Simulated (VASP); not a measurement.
Fe:

```
Fe
1.0
    -1.44300    1.44300    1.44300
     1.44300   -1.44300    1.44300
     1.44300    1.44300   -1.44300
Fe
1
Direct
  0.00000 0.00000 0.00000
```

| Quantity | Value |
| --- | --- |
| Program | VASP 6.6.1 |
| Task | relaxation of cell and atoms |
| Functional | LDA |
| Potentials or basis | VASP PAW LDA potentials, release 64 (Fe) |
| Cutoff | 600 eV |
| k mesh | 13 × 13 × 13 |
| Occupations | fermi-dirac, width 0.05 eV |
| Spin | collinear spin, ferromagnetic start |
| Starting moments | [3.0] μB |

At the start: pressure -26.8 GPa; volume 12.02 Å³/atom.

**Question.** How do energy, volume and symmetry change on relaxing?

**Answer.** Over 4 steps the energy falls by 161.1 meV/atom and the volume is 10.38 Å³/atom (-13.6 %); space group Im-3m (No. 229, to 0.05 Å); moment 1.98 μB per cell.

Step by step:
| step | energy change (eV) | largest force (eV/Å) | pressure (GPa) | volume (Å³) |
| --- | --- | --- | --- | --- |
| 1 | 0.0000 | 0.0000 | -26.75 | 12.02 |
| 2 | 0.0729 | 0.0000 | 57.10 | 8.86 |
| 3 | -0.1611 | 0.0000 | -0.76 | 10.41 |
| 4 | -0.1611 | 0.0000 | -0.01 | 10.38 |

Final structure:
```xyz
1
Lattice="-1.3742 1.3742 1.3742 1.3742 -1.3742 1.3742 1.3742 1.3742 -1.3742" Properties=species:S:1:pos:R:3 pbc="T T T"
Fe    1.3742    1.3742    1.3742
```

Caveat: the volume moved by -14 % from the deposited cell, more than functionals usually miss.
